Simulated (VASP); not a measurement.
# Sb (P6_3/mmc) in VASP: a series of runs

Sb is run at these levels: LDA; tasks: single point.

Program: VASP 6.6.1. These are calculated values, not measurements. Logs are shortened: lines on timing, memory, paths and dates and some standing lists are left out, and cuts for length are marked.

## (1) The cell of the first run

Symmetry: P6_3/mmc, No. 194, hexagonal system. Conventional cell: a = 3.309 Å, b = 3.309 Å, c = 5.396 Å, α = 90.00°, β = 90.00°, γ = 120.00°. Within 4.3 Å of Sb (site symmetry -6m2) lie 12 Sb at 3.31 Å.

## (2) Single point, LDA (volume scaled by 0.96)

INCAR reads:

```
PREC = Accurate
ENCUT = 520
EDIFF = 1E-6
ISMEAR = -1
SIGMA = 0.05
LREAL = False
LASPH = True
NELM = 100
ALGO = Normal
ISIF = 2
LWAVE = False
LCHARG = False
NBANDS = 12
```

KPOINTS reads:

```
regular mesh
0
Gamma
  9 9 5
```

POSCAR reads:

```
Sb
1.0
    3.3091953418      0.0000000000      0.0000000000
   -1.6545976709      2.8658472321      0.0000000000
    0.0000000000      0.0000000000      5.3962304974
Sb
2
Direct
    0.6666666667      0.3333333333      0.7500000000
    0.3333333333      0.6666666667      0.2500000000
```

Potentials or basis: VASP PAW LDA potentials, release 64 (Sb).

On the command line:

```sh
> cat potpaw_LDA.64/Sb/POTCAR > POTCAR
> mpirun -np 1 vasp_std > vasp.out
```

OUTCAR:

```text
PREC = Accurate
   ENCUT = 520
   EDIFF = 1E-6
   ISMEAR = -1
   LREAL = False
   LASPH = True
   NELM = 100
   ISIF = 2

 ion  position               nearest neighbor table
   1  0.667  0.333  0.750-   2 3.31   2 3.31   2 3.31   2 3.31   2 3.31   2 3.31
   2  0.333  0.667  0.250-   1 3.31   1 3.31   1 3.31   1 3.31   1 3.31   1 3.31

  LATTYP: Found a hexagonal cell.
 ALAT       =     3.3091953418
 C/A-ratio  =     1.6306775334

  Lattice vectors:

 A1 = (   3.3091953418,   0.0000000000,   0.0000000000)
 A2 = (  -1.6545976709,   2.8658472321,   0.0000000000)
 A3 = (   0.0000000000,   0.0000000000,   5.3962304974)

Analysis of symmetry for initial positions (statically):
=====================================================================
 Subroutine PRICEL returns:
 Original cell was already a primitive cell.

 Routine SETGRP: Setting up the symmetry group for a
 hexagonal supercell.

 Subroutine GETGRP returns: Found 24 space group operations
 (whereof 12 operations were pure point group operations)
 out of a pool of 24 trial point group operations.

The static configuration has the point symmetry D_3d.
 The point group associated with its full space group is D_6h.

Analysis of symmetry for dynamics (positions and initial velocities):
=====================================================================
 Subroutine PRICEL returns:
 Original cell was already a primitive cell.

 Routine SETGRP: Setting up the symmetry group for a
 hexagonal supercell.

 Subroutine GETGRP returns: Found 24 space group operations
 (whereof 12 operations were pure point group operations)
 out of a pool of 24 trial point group operations.

The dynamic configuration has the point symmetry D_3d.
 The point group associated with its full space group is D_6h.

 Subroutine INISYM returns: Found 24 space group operations
 (whereof 12 operations are pure point group operations),
 and found     1 'primitive' translations

----------------------------------------------------------------------------------------

                                     Primitive cell

  volume of cell :      51.1760

  direct lattice vectors                    reciprocal lattice vectors
     3.309195342  0.000000000  0.000000000     0.302188265  0.174468476  0.000000000
    -1.654597671  2.865847232  0.000000000     0.000000000  0.348936953  0.000000000
     0.000000000  0.000000000  5.396230497     0.000000000  0.000000000  0.185314545

  length of vectors
[... 87 lines left out ...]
   NFREE  =      0    steps in history (QN), initial steepest desc. (CG)
   ISIF   =      2    stress and relaxation
   ISYM   =      2    0-nonsym 1-usesym 2-fastsym
   POTIM  = 0.5000    time-step for ionic-motion
   TEBEG  =    0.0;   TEEND  =   0.0 temperature during run
   PSTRESS=    0.0 pullay stress
   NELECT =      10.0000    total number of electrons
   NUPDOWN=      -1.0000    fix difference up-down
   EMIN   =  10.00;   EMAX   =-10.00  energy-range for DOS
   EFERMI =   0.00;   METHOD = LEGACY
   ISMEAR =    -1;   SIGMA  =   0.05  broadening in eV -4-tet -1-fermi 0-gaus
   EFERMI_NEDOS =   21; number of points for ismear=-14 and -15
   IALGO  =     38    algorithm
   IMIX   =      4    mixing-type and parameters
     AMIX     =   0.40;   BMIX     =  1.00
     AMIX_MAG =   1.60;   BMIX_MAG =  1.00
  volume/ion in A,a.u.               =      25.59       172.68
  Fermi-wavevector in a.u.,A,eV,Ry     =   0.949991  1.795223 12.279027  0.902483
  Thomas-Fermi vector in A             =   2.078326
   LORBIT       =      0    0 simple, 1 ext, 2 COOP (PROOUT), +10 PAW based schemes
   GGA     = CA    functional components
   LHFCALC =     F    Hartree Fock is set to
   AEXX    =    0.0000 exact exchange contribution
   IVDW    =     0    specifies the selected vdW correction
   LEPSILON=     F    determine dielectric tensor
   LRPA    =     F    only Hartree local field effects (RPA)
 non-spin polarized calculation
  energy-cutoff  :      520.00
  volume of cell :       51.18
 maximum number of plane-waves:      1398
 NGX is ok and might be reduce to    28
   NGX = 13   NGY = 13   NGZ = 21

 number of electron      10.0000000 magnetization

 number of electron       9.9999999 magnetization

 Free energy of the ion-electron system (eV)
  ---------------------------------------------------
  ext. energy  EPLUGINS =         0.00000000
  ---------------------------------------------------
  free energy    TOTEN  =        -9.16236203 eV

  energy without entropy =       -9.15134700  energy(sigma->0) =       -9.15685452

 E-fermi :   8.9956     XC(G=0): -10.5923

 val. band max:        8.9759720820   @ k =   0.2222   0.0000   0.4000
 cond. band min:       9.0346113079   @ k =   0.2222   0.0000   0.4000
 fundamental gap:      0.0586392259
 Fermi energy:         8.9956370501

 k-point     1 :       0.0000    0.0000    0.0000
  band No.  band energies     occupation
      1      -4.2564      2.00000
      2      -0.2269      2.00000
      3       2.9705      2.00000
      4      12.8250      0.00000
      5      12.8250      0.00000
      6      14.5414      0.00000
      7      14.5414      0.00000
      8      14.8130      0.00000
      9      16.9752      0.00000
     10      18.0692      0.00000
     11      19.0522      0.00000
     12      19.0522      0.00000
[... 331 lines left out ...]
 k-point    24 :       0.3333    0.3333    0.2000
  band No.  band energies     occupation
      1       0.9284      2.00000
      2       0.9284      2.00000
      3       4.6145      2.00000
      4       5.7225      2.00000
      5       5.7225      2.00000
      6       7.3344      2.00000
      7       9.8042      0.00000
      8       9.8042      0.00000
      9      13.6055      0.00000
     10      19.5732      0.00000
     11      19.5732      0.00000
     12      21.3197      0.00000

 [... further k-points ...]
[... 5 lines left out ...]
  --------------------------------------------------------------------------------------
  -------------------------------------------------------------------------------------
  Total       -0.0083899     -0.0083899     -0.0453112     -0.0000000      0.0000000     -0.0000000
  in kB       -0.2626634     -0.2626634     -1.4185673     -0.0000000      0.0000000     -0.0000000
  external PRESSURE =      -0.6479647 kB  Pullay stress =       0.0000000 kB

 VOLUME and BASIS-vectors are now :
 -----------------------------------------------------------------------------
  energy-cutoff  :      520.00
  volume of cell :       51.18
      direct lattice vectors                 reciprocal lattice vectors
     3.309195342  0.000000000  0.000000000     0.302188265  0.174468476  0.000000000
    -1.654597671  2.865847232  0.000000000     0.000000000  0.348936953  0.000000000
     0.000000000  0.000000000  5.396230497     0.000000000  0.000000000  0.185314545

 POSITION                                       TOTAL-FORCE (eV/Angst)
 -----------------------------------------------------------------------------------
      1.65460      0.95528      4.04717         0.000000      0.000000      0.000000
     -0.00000      1.91056      1.34906        -0.000000      0.000000      0.000000
 -----------------------------------------------------------------------------------
    total drift:                               -0.000000      0.000000      0.000000

  FREE ENERGIE OF THE ION-ELECTRON SYSTEM (eV)
  ---------------------------------------------------
  free  energy   TOTEN  =        -9.1623620344 eV

  energy  without entropy=       -9.1513469969  energy(sigma->0) =       -9.15685452
```

stdout:

```text
POSCAR found type information on POSCAR Sb
 POSCAR found :  1 types and       2 ions
 scaLAPACK will be used
 LDA part: xc-table for (Slater(with rela. corr.)+CA(PZ))
 , standard interpolation
 POSCAR, INCAR and KPOINTS ok, starting setup
 FFT: planning ... GRIDC
 FFT: planning ... GRID_SOFT
 FFT: planning ... GRID
 WAVECAR not read
 entering main loop
```

Run time: 20 s. Hardware: 1 thread of Intel Xeon Platinum 8259CL at 2.50GHz (Skylake/Cascade Lake), shared host; peak memory 0.16 GiB.

What came out:

```yaml
Free_energy: -9.1624 eV
Pressure: -0.1 GPa
Band_gap_on_the_k_mesh: zero (band 5 reaches 13.41 eV, above the bottom of band 6 at 6.20 eV)
```

Stress tensor (GPa, compression positive):
```
-0.03  0.00  0.00
 0.00 -0.03  0.00
 0.00  0.00 -0.14
```

Caveat: spin-orbit coupling is left out, which moves the levels of the heavy elements.

## (3) Single point, LDA (volume scaled by 0.98)

INCAR reads:

```
  PREC = Accurate
  ENCUT = 520
  EDIFF = 1E-7
  ISMEAR = -1
  SIGMA = 0.05
  LREAL = F
  LASPH = T
  NELM = 60
  ALGO = Normal
  ISIF = 2
  LWAVE = F
  LCHARG = F
  NBANDS = 12
```

KPOINTS reads:

```
Automatic mesh
0
Gamma
  9 9 5
```

POSCAR reads:

```
Sb
1.0
    3.3320180998      0.0000000000      0.0000000000
   -1.6660090499      2.8856123203      0.0000000000
    0.0000000000      0.0000000000      5.4334470562
Sb
2
Direct
    0.6666666667      0.3333333333      0.7500000000
    0.3333333333      0.6666666667      0.2500000000
```

Potentials or basis: VASP PAW LDA potentials, release 64 (Sb).

On the command line:

```sh
> cat potpaw_LDA.64/Sb/POTCAR > POTCAR
> mpirun -np 1 vasp_std > vasp.out
```

It took 21 s on 1 thread of Intel Xeon Platinum 8259CL at 2.50GHz (Skylake/Cascade Lake), shared host; peak memory 0.16 GiB.

It converged, with:

| Property | Result |
| --- | --- |
| Free energy | -9.1574 eV |
| Pressure | -1.4 GPa |
| Band gap on the k mesh | zero (band 5 reaches 13.01 eV, above the bottom of band 6 at 6.00 eV) |

Stress tensor (GPa, compression positive):
```
-1.33  0.00  0.00
 0.00 -1.33  0.00
 0.00  0.00 -1.60
```

Levels at points of the mesh, in eV from the Fermi level:
```csv
k point,band 3,band 4,band 5,band 6,band 7,band 8
"(0.00, 0.00, 0.00)",-5.89,3.73,3.73,5.41,5.41,5.66
```

Caveat: spin-orbit coupling is left out, which moves the levels of the heavy elements.

## (4) Single point, LDA (volume scaled by 1.02)

INCAR reads:

```
SYSTEM = Sb
PREC = Accurate
ENCUT = 520
EDIFF = 1E-6
ISMEAR = -1
SIGMA = 0.05
LREAL = .False.
LASPH = .True.
NELM = 100
ALGO = Normal
ISIF = 2
LWAVE = .False.
LCHARG = .False.
GGA = CA
NBANDS = 12
```

KPOINTS reads:

```
Automatic mesh
0
Gamma
  9 9 5
  0 0 0
```

POSCAR reads:

```
Sb
1.0
    3.3767485125      0.0000000000      0.0000000000
   -1.6883742563      2.9243499940      0.0000000000
    0.0000000000      0.0000000000      5.5063879352
Sb
2
Direct
    0.6666666667      0.3333333333      0.7500000000
    0.3333333333      0.6666666667      0.2500000000
```

On the command line:

```sh
> cat potpaw_LDA.64/Sb/POTCAR > POTCAR
> mpirun -np 1 vasp_std > vasp.out
```

Run time: 19 s. Hardware: 1 thread of Intel Xeon Platinum 8259CL at 2.50GHz (Skylake/Cascade Lake), shared host; peak memory 0.15 GiB.

It converged, with:

```
Free energy            : -9.1226 eV
Pressure               : -3.8 GPa
Band gap on the k mesh : zero (band 5 reaches 12.26 eV, above the bottom of band 6 at 5.60 eV)
```

Stress tensor (GPa, compression positive):
```
-3.63  0.00  0.00
 0.00 -3.63  0.00
 0.00  0.00 -4.02
```

Levels at points of the mesh, in eV from the Fermi level:
```tsv
k point	band 1	band 2	band 3	band 4	band 5	band 6	band 7	band 8	band 9	band 10
(0.00, 0.00, 0.00)	-12.77	-9.08	-5.63	3.55	3.55	5.13	5.13	5.35	7.70	8.99
```

Caveat: spin-orbit coupling is left out, which moves the levels of the heavy elements.

## (5) Single point, LDA (volume scaled by 1.04)

INCAR reads:

```
PREC     = Accurate       # precision mode
ENCUT    = 520            # plane-wave cutoff, eV
EDIFF    = 1E-6           # SCF threshold, eV
ISMEAR   = -1             # smearing method
SIGMA    = 0.05           # smearing width, eV
LREAL    = F              # projectors in reciprocal space
LASPH    = T              # aspherical terms in the spheres
NELM     = 80             # most SCF steps
ALGO     = Normal         # electronic algorithm
ISIF     = 2              # what is computed and relaxed
LWAVE    = F              # write WAVECAR
LCHARG   = F              # write CHGCAR
NBANDS   = 12             # bands
```

KPOINTS reads:

```
Automatic mesh
0
Gamma
  9 9 5
```

POSCAR reads:

```
Sb
1.0
    3.3986760653      0.0000000000      0.0000000000
   -1.6993380327      2.9433398118      0.0000000000
    0.0000000000      0.0000000000      5.5421447030
Sb
2
Direct
    0.6666666667      0.3333333333      0.7500000000
    0.3333333333      0.6666666667      0.2500000000
```

On the command line:

```sh
> cat potpaw_LDA.64/Sb/POTCAR > POTCAR
> mpirun -np 1 vasp_std > vasp.out
```

Wall time 20 s (1 thread of Intel Xeon Platinum 8259CL at 2.50GHz (Skylake/Cascade Lake), shared host); peak memory 0.15 GiB.

The run converged. Its results:

| Quantity | Value |
| --- | --- |
| Free energy | -9.0943 eV |
| Pressure | -4.8 GPa |
| Band gap on the k mesh | zero (band 5 reaches 11.90 eV, above the bottom of band 6 at 5.42 eV) |

Stress tensor (GPa, compression positive):
```
-4.65  0.00  0.00
 0.00 -4.65  0.00
 0.00  0.00 -5.02
```

Levels at points of the mesh, in eV from the Fermi level:
| k point | band 3 | band 4 | band 5 | band 6 | band 7 | band 8 |
| --- | --- | --- | --- | --- | --- | --- |
| (0.00, 0.00, 0.00) | -5.51 | 3.46 | 3.46 | 5.00 | 5.00 | 5.20 |

Caveat: spin-orbit coupling is left out, which moves the levels of the heavy elements.

## (6) Single point, LDA (volume scaled by 1.06)

INCAR reads:

```
PREC = Accurate
ENCUT = 520
EDIFF = 1E-6
ISMEAR = -1
SIGMA = 0.05
LREAL = False
LASPH = True
NELM = 80
ALGO = Normal
ISIF = 2
LWAVE = False
LCHARG = True
LELF = True
LVHAR = True
NBANDS = 12
```

KPOINTS is that of step 5.

POSCAR reads:

```
Sb
1.0
    3.4203242672      0.0000000000      0.0000000000
   -1.7101621336      2.9620877046      0.0000000000
    0.0000000000      0.0000000000      5.5774459394
Sb
2
Direct
    0.6666666667      0.3333333333      0.7500000000
    0.3333333333      0.6666666667      0.2500000000
```

Potentials or basis: VASP PAW LDA potentials, release 64 (Sb).

On the command line:

```sh
> cat potpaw_LDA.64/Sb/POTCAR > POTCAR
> mpirun -np 1 vasp_std > vasp.out
```

Run time: 20 s. Hardware: 1 thread of Intel Xeon Platinum 8259CL at 2.50GHz (Skylake/Cascade Lake), shared host; peak memory 0.15 GiB.

The run converged. Its results:

```yaml
Free_energy: -9.0595 eV
Pressure: -5.7 GPa
Band_gap_on_the_k_mesh: zero (band 5 reaches 11.56 eV, above the bottom of band 6 at 5.24 eV)
```

Stress tensor (GPa, compression positive):
```
-5.57  0.00  0.00
 0.00 -5.57  0.00
 0.00  0.00 -5.91
```

Levels at points of the mesh, in eV from the Fermi level:
| k point | band 2 | band 3 | band 4 | band 5 | band 6 | band 7 | band 8 | band 9 |
| --- | --- | --- | --- | --- | --- | --- | --- | --- |
| (0.00, 0.00, 0.00) | -9.01 | -5.40 | 3.37 | 3.37 | 4.87 | 4.87 | 5.06 | 7.52 |

Caveat: spin-orbit coupling is left out, which moves the levels of the heavy elements.

## (7) Overview

| cell | gap on the mesh (eV) | pressure (GPa) |
| --- | --- | --- |
| a = 3.309, b = 3.309, c = 5.396 Å, angles 90.0, 90.0, 120.0°, 2 atoms | none | -0.1 |
| a = 3.332, b = 3.332, c = 5.433 Å, angles 90.0, 90.0, 120.0°, 2 atoms | none | -1.4 |
| a = 3.377, b = 3.377, c = 5.506 Å, angles 90.0, 90.0, 120.0°, 2 atoms | none | -3.8 |
| a = 3.399, b = 3.399, c = 5.542 Å, angles 90.0, 90.0, 120.0°, 2 atoms | none | -4.8 |
| a = 3.420, b = 3.420, c = 5.577 Å, angles 90.0, 90.0, 120.0°, 2 atoms | none | -5.7 |

Alike in all rows: task single point; level LDA; potentials or basis VASP PAW LDA potentials, release 64 (Sb); no spin polarisation; k mesh 9 × 9 × 5; cutoff (eV) 520; smearing fermi-dirac 0.05 eV.

Caveats: spin-orbit coupling is left out, which moves the levels of the heavy elements.

Absolute energies hang on the potentials; compare differences alone.
